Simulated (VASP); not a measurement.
Here is a VASP 6.6.1 calculation.

The input INCAR:

```
SYSTEM = C
PREC = Accurate ; ENCUT = 520
EDIFF = 1E-6 ; ISMEAR = 0
SIGMA = 0.05 ; LREAL = .FALSE.
LASPH = .TRUE. ; NELM = 100
ALGO = Normal ; ISIF = 2
LWAVE = .FALSE. ; LCHARG = .TRUE.
LELF = .TRUE. ; LVHAR = .TRUE.
NBANDS = 11
```

File KPOINTS:

```
Automatic mesh
0
G
  12 12 12
  0 0 0
```

Contents of POSCAR:

```
C
1.0
    0.0000000000      1.7085280409      1.7502161251
    1.7085280409      0.0000000000      1.7502161251
    1.7085280409      1.7085280409      0.0000000000
C
2
Direct
    0.5000000000      0.5000000000      0.5000000000
    0.7500000000      0.7500000000      0.7500000000
```

Potentials or basis: VASP PAW LDA potentials, release 64 (C).

The run is started by

```bash
$ cat potpaw_LDA.64/C/POTCAR > POTCAR
$ mpirun -np 1 vasp_std > vasp.out
```

Question: What does it give for the band gap on the k mesh?

Answer: 4.06 eV, indirect (least direct gap 5.61 eV).

Question: What does it give for the pressure?

Answer: 42.1 GPa.

Stress tensor (GPa, compression positive):
```
50.61  0.00  0.00
 0.00 50.61  0.00
 0.00  0.00 25.16
```

 A k mesh can miss the band edges.
